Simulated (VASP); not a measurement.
# H2 in VASP: single point with PBE+D3(BJ)

Aim: the single point of H2 with PBE+D3(BJ).

Everything below comes from runs of VASP 6.6.1. Logs are shortened: lines on timing, memory, paths and dates and some standing lists are left out, and cuts for length are marked.

## 1. The cell of the first run

The cell holds a molecule in a box, 2 atoms: a = 5.556 Å, b = 5.556 Å, c = 22.896 Å, α = 90.00°, β = 90.00°, γ = 120.00°.

## 2. Single point, PBE+D3(BJ)

INCAR reads:

```
SYSTEM = H
PREC = Accurate ; ENCUT = 520
EDIFF = 1E-6 ; ISMEAR = 0
SIGMA = 0.1 ; LREAL = .FALSE.
LASPH = .TRUE. ; NELM = 60
ALGO = Normal ; ISIF = 2
LWAVE = .FALSE. ; LCHARG = .FALSE.
LDIPOL = .TRUE. ; IDIPOL = 3
DIPOL = 0.5 0.5 0.675 ; GGA = PE
IVDW = 12 ; NBANDS = 8
```

KPOINTS reads:

```
regular mesh
0
G
  4 4 1
  0 0 0
```

POSCAR reads:

```
H
1.0
    5.5557316924      0.0000000000      0.0000000000
   -2.7778658462      4.8114047822      0.0000000000
    0.0000000000      0.0000000000     22.8962359314
H
2
Direct
    0.0070621134      0.4998160996      0.6917321946
    0.0071301043      0.4998080804      0.6584683956
```

Potentials or basis: VASP PAW PBE potentials, release 64 (H).

Command:

```
cat potpaw_PBE.64/H/POTCAR > POTCAR
mpirun -np 1 vasp_std > vasp.out
```

OUTCAR:

```text
SYSTEM = H
   PREC = Accurate
   ENCUT = 520
   EDIFF = 1E-6
   ISMEAR = 0
   LREAL = .FALSE.
   LASPH = .TRUE.
   NELM = 60
   ISIF = 2
   GGA = PE
   IVDW = 12
 IVDW          = 12

 ion  position               nearest neighbor table
   1  0.007  0.500  0.692-   2 0.76
   2  0.007  0.500  0.658-   1 0.76

  LATTYP: Found a hexagonal cell.
 ALAT       =     5.5557316924
 C/A-ratio  =     4.1211918068

  Lattice vectors:

 A1 = (   5.5557316924,   0.0000000000,   0.0000000000)
 A2 = (  -2.7778658462,   4.8114047822,   0.0000000000)
 A3 = (   0.0000000000,   0.0000000000,  22.8962359314)

Analysis of symmetry for initial positions (statically):
=====================================================================
 Subroutine PRICEL returns:
 Original cell was already a primitive cell.

 Routine SETGRP: Setting up the symmetry group for a
 hexagonal supercell.

 Subroutine GETGRP returns: Found  2 space group operations
 (whereof  1 operations were pure point group operations)
 out of a pool of 24 trial point group operations.

The static configuration has the point symmetry C_1 .
 The point group associated with its full space group is S_2 .

Analysis of symmetry for dynamics (positions and initial velocities):
=====================================================================
 Subroutine PRICEL returns:
 Original cell was already a primitive cell.

 Routine SETGRP: Setting up the symmetry group for a
 hexagonal supercell.

 Subroutine GETGRP returns: Found  2 space group operations
 (whereof  1 operations were pure point group operations)
 out of a pool of 24 trial point group operations.

The dynamic configuration has the point symmetry C_1 .
 The point group associated with its full space group is S_2 .

 Subroutine INISYM returns: Found  2 space group operations
 (whereof  1 operations are pure point group operations),
 and found     1 'primitive' translations

----------------------------------------------------------------------------------------

                                     Primitive cell

  volume of cell :     612.0364

  direct lattice vectors                    reciprocal lattice vectors
     5.555731692  0.000000000  0.000000000     0.179994293  0.103919754  0.000000000
    -2.777865846  4.811404782  0.000000000     0.000000000  0.207839507  0.000000000
     0.000000000  0.000000000 22.896235931     0.000000000  0.000000000  0.043675301

  length of vectors
     5.555731692  5.555731692 22.896235931     0.207839507  0.207839507  0.043675301

  position of ions in fractional coordinates (direct lattice)
     0.007062113  0.499816100  0.691732195
     0.007130104  0.499808080  0.658468396

  ion indices of the primitive-cell ions
   primitive index   ion index
                 1           1
                 2           2

----------------------------------------------------------------------------------------

 KPOINTS: regular mesh

Automatic generation of k-mesh.
 Grid dimensions read from file:
 generate k-points for:    4    4    1

 Generating k-lattice:

  Cartesian coordinates                     Fractional coordinates (reciprocal lattice)
     0.044998573  0.025979938  0.000000000     0.250000000  0.000000000  0.000000000
     0.000000000  0.051959877  0.000000000     0.000000000  0.250000000  0.000000000
     0.000000000  0.000000000  0.043675301     0.000000000  0.000000000  1.000000000

  Length of vectors
     0.051959877  0.051959877  0.043675301

  Shift w.r.t. Gamma in fractional coordinates (k-lattice)
     0.000000000  0.000000000  0.000000000

 Subroutine IBZKPT returns following result:
 ===========================================

 Found     10 irreducible k-points:

 Following reciprocal coordinates:
            Coordinates               Weight
  0.000000  0.000000  0.000000      1.000000
  0.250000  0.000000  0.000000      2.000000
  0.000000  0.250000  0.000000      2.000000
 -0.250000  0.250000  0.000000      2.000000
  0.500000  0.000000  0.000000      1.000000
  0.000000  0.500000  0.000000      1.000000
  0.500000  0.500000  0.000000      1.000000
  0.250000  0.250000  0.000000      2.000000
 -0.250000  0.500000  0.000000      2.000000
  0.500000  0.250000  0.000000      2.000000
   k-points           NKPTS =     10   k-points in BZ     NKDIM =     10   number of bands    NBANDS=      8
   number of dos      NEDOS =    301   number of ions     NIONS =      2
   total plane-waves  NPLWV = 317520
   dimension x,y,z NGX =    42 NGY =   42 NGZ =  180
   dimension x,y,z NGXF=    84 NGYF=   84 NGZF=  360
   ions per type =               2
   NGX,Y,Z   is equivalent  to a cutoff of  12.57, 12.57, 13.07 a.u.
   NGXF,Y,Z  is equivalent  to a cutoff of  25.14, 25.14, 26.14 a.u.
 SYSTEM =  H
   PREC   = accura    normal or accurate (medium, high low for compatibility)
   ISTART =      0    job   : 0-new  1-cont  2-samecut
   ICHARG =      2    charge: 1-file 2-atom 10-const
   ISPIN  =      1    spin polarized calculation?
   LNONCOLLINEAR =      F non collinear calculations
   LSORBIT =      F    spin-orbit coupling
   LASPH  =      T    aspherical Exc in radial PAW
   ENCUT  =  520.0 eV  38.22 Ry    6.18 a.u.  10.33 10.33 42.57*2*pi/ulx,y,z
   NELM   =     60;   NELMIN=  2; NELMDL= -5     # of ELM steps
   EDIFF  = 0.1E-05   stopping-criterion for ELM
   LREAL  =      F    real-space projection
   EDIFFG = 0.1E-04   stopping-criterion for IOM
   NSW    =      0    number of steps for IOM
   IBRION =     -1    ionic relax: 0-MD 1-quasi-New 2-CG
   NFREE  =      0    steps in history (QN), initial steepest desc. (CG)
   ISIF   =      2    stress and relaxation
   ISYM   =      2    0-nonsym 1-usesym 2-fastsym
   POTIM  = 0.5000    time-step for ionic-motion
   TEBEG  =    0.0;   TEEND  =   0.0 temperature during run
   PSTRESS=    0.0 pullay stress
   NELECT =       2.0000    total number of electrons
   NUPDOWN=      -1.0000    fix difference up-down
   EMIN   =  10.00;   EMAX   =-10.00  energy-range for DOS
   EFERMI =   0.00;   METHOD = LEGACY
   ISMEAR =     0;   SIGMA  =   0.10  broadening in eV -4-tet -1-fermi 0-gaus
   EFERMI_NEDOS =   21; number of points for ismear=-14 and -15
   IALGO  =     38    algorithm
   IMIX   =      4    mixing-type and parameters
     AMIX     =   0.40;   BMIX     =  1.00
     AMIX_MAG =   1.60;   BMIX_MAG =  1.00
  volume/ion in A,a.u.               =     306.02      2065.11
  Fermi-wavevector in a.u.,A,eV,Ry     =   0.242936  0.459083  0.802989  0.059018
  Thomas-Fermi vector in A             =   1.050994
   LORBIT       =      0    0 simple, 1 ext, 2 COOP (PROOUT), +10 PAW based schemes
   GGA     = PE    functional components
   LHFCALC =     F    Hartree Fock is set to
   AEXX    =    0.0000 exact exchange contribution
   IVDW    =    12    specifies the selected vdW correction
   LEPSILON=     F    determine dielectric tensor
   LRPA    =     F    only Hartree local field effects (RPA)
 non-spin polarized calculation
 Gauss-broadening in eV      SIGMA  =   0.10
  energy-cutoff  :      520.00
  volume of cell :      612.04
 maximum number of plane-waves:     16507
 NGX is ok and might be reduce to    42
   NGX = 21   NGY = 21   NGZ = 85

 dipolmoment           0.000000      0.000000     -0.000000 electrons x Angstroem

 number of electron       2.0000001 magnetization

 dipolmoment           0.000000      0.000000      0.000000 electrons x Angstroem

 Free energy of the ion-electron system (eV)
  ---------------------------------------------------
  ext. energy  EPLUGINS =         0.00000000
  ---------------------------------------------------
  free energy    TOTEN  =        -6.77013569 eV

  energy without entropy =       -6.77013569  energy(sigma->0) =       -6.77013569

 E-fermi :  -9.6889     XC(G=0):  -0.5328

 val. band max:      -10.1820288506   @ k =  -0.2500   0.5000   0.0000
 cond. band min:      -0.3104869254   @ k =   0.0000   0.0000   0.0000
 fundamental gap:      9.8715419252
 Fermi energy:        -9.6888970812

 k-point     1 :       0.0000    0.0000    0.0000
  band No.  band energies     occupation
      1     -10.1995      2.00000
      2      -0.3105      0.00000
      3      -0.2709      0.00000
      4       0.1654      0.00000
      5       0.5675      0.00000
      6       1.0709      0.00000
      7       1.8006      0.00000
      8       2.4134      0.00000

 k-point     2 :       0.2500    0.0000    0.0000
  band No.  band energies     occupation
      1     -10.1908      2.00000
      2      -0.0203      0.00000
      3       0.0305      0.00000
      4       0.5431      0.00000
      5       0.9436      0.00000
      6       1.3693      0.00000
      7       2.0985      0.00000
      8       2.4176      0.00000

 k-point     3 :       0.0000    0.2500    0.0000
  band No.  band energies     occupation
      1     -10.1908      2.00000
      2      -0.0203      0.00000
      3       0.0305      0.00000
      4       0.5431      0.00000
      5       0.9436      0.00000
      6       1.3693      0.00000
      7       2.0985      0.00000
      8       2.4176      0.00000

 k-point     4 :      -0.2500    0.2500    0.0000
  band No.  band energies     occupation
      1     -10.1908      2.00000
      2      -0.0203      0.00000
      3       0.0305      0.00000
      4       0.5431      0.00000
      5       0.9436      0.00000
      6       1.3693      0.00000
      7       2.0985      0.00000
      8       2.4176      0.00000

 k-point     5 :       0.5000    0.0000    0.0000
  band No.  band energies     occupation
      1     -10.1821      2.00000
      2       0.3914      0.00000
      3       0.6320      0.00000
      4       1.3973      0.00000
      5       1.7254      0.00000
      6       1.7364      0.00000
      7       1.8078      0.00000
      8       2.0725      0.00000

 k-point     6 :       0.0000    0.5000    0.0000
  band No.  band energies     occupation
      1     -10.1821      2.00000
      2       0.3914      0.00000
      3       0.6320      0.00000
      4       1.3973      0.00000
      5       1.7254      0.00000
      6       1.7364      0.00000
      7       1.8078      0.00000
      8       2.0725      0.00000

 k-point     7 :       0.5000    0.5000    0.0000
  band No.  band energies     occupation
      1     -10.1821      2.00000
      2       0.3913      0.00000
      3       0.6320      0.00000
      4       1.3973      0.00000
      5       1.7253      0.00000
      6       1.7364      0.00000
      7       1.8079      0.00000
      8       2.0726      0.00000

 k-point     8 :       0.2500    0.2500    0.0000
  band No.  band energies     occupation
      1     -10.1820      2.00000
      2       0.4300      0.00000
      3       0.5763      0.00000
      4       1.3199      0.00000
      5       1.5547      0.00000
      6       1.6367      0.00000
      7       1.9454      0.00000
      8       2.4068      0.00000

 k-point     9 :      -0.2500    0.5000    0.0000
  band No.  band energies     occupation
      1     -10.1820      2.00000
      2       0.4299      0.00000
      3       0.5763      0.00000
      4       1.3199      0.00000
      5       1.5548      0.00000
      6       1.6367      0.00000
      7       1.9454      0.00000
      8       2.4068      0.00000

 k-point    10 :       0.5000    0.2500    0.0000
  band No.  band energies     occupation
      1     -10.1820      2.00000
      2       0.4299      0.00000
      3       0.5763      0.00000
      4       1.3199      0.00000
      5       1.5548      0.00000
      6       1.6367      0.00000
      7       1.9454      0.00000
      8       2.4068      0.00000

------------------------ aborting loop because EDIFF is reached ----------------------------------------

 vacuum level on the upper side and lower side of the slab       (xc-potential included)        -0.005        -0.005

 Edisp (eV)   -0.00337

 E8    (eV) :    -0.0006

  FORCE on cell =-STRESS in cart. coord.  units (eV):
  Direction    XX          YY          ZZ          XY          YZ          ZX
  --------------------------------------------------------------------------------------
  -------------------------------------------------------------------------------------
  Total      -0.03066    -0.03077    -0.32732    -0.00000    -0.00002     0.00015
  in kB      -0.08027    -0.08055    -0.85686    -0.00000    -0.00004     0.00040
  external pressure =       -0.34 kB  Pullay stress =        0.00 kB

 VOLUME and BASIS-vectors are now :
 -----------------------------------------------------------------------------
  energy-cutoff  :      520.00
  volume of cell :      612.04
      direct lattice vectors                 reciprocal lattice vectors
     5.555731692  0.000000000  0.000000000     0.179994293  0.103919754  0.000000000
    -2.777865846  4.811404782  0.000000000     0.000000000  0.207839507  0.000000000
     0.000000000  0.000000000 22.896235931     0.000000000  0.000000000  0.043675301

 POSITION                                       TOTAL-FORCE (eV/Angst)
 -----------------------------------------------------------------------------------
     -1.34919      2.40482     15.83806         0.000199     -0.000019     -0.385764
     -1.34879      2.40478     15.07645        -0.000199      0.000019      0.385764
 -----------------------------------------------------------------------------------
    total drift:                               -0.000004     -0.000000      0.000001

  FREE ENERGIE OF THE ION-ELECTRON SYSTEM (eV)
  ---------------------------------------------------
  free  energy   TOTEN  =        -6.7735100451 eV

  energy  without entropy=       -6.7735100451  energy(sigma->0) =       -6.77351005

 vacuum level on the upper side and lower side of the slab         0.034         0.034
```

Wall time 62 s (1 thread of Intel Xeon Platinum 8488C (Sapphire Rapids), shared host); peak memory 0.6 GiB.

Results:

```
Free energy                     : -6.7735 eV
Largest force                   : 0.386 eV/Å
Gap between the frontier levels : 9.87 eV, indirect (least direct gap 9.89 eV)
Dispersion energy per atom      : -0.002 eV
```

Forces on the atoms (eV/Å):
```
H    0.000  0.000 -0.386
H    0.000  0.000  0.386
```
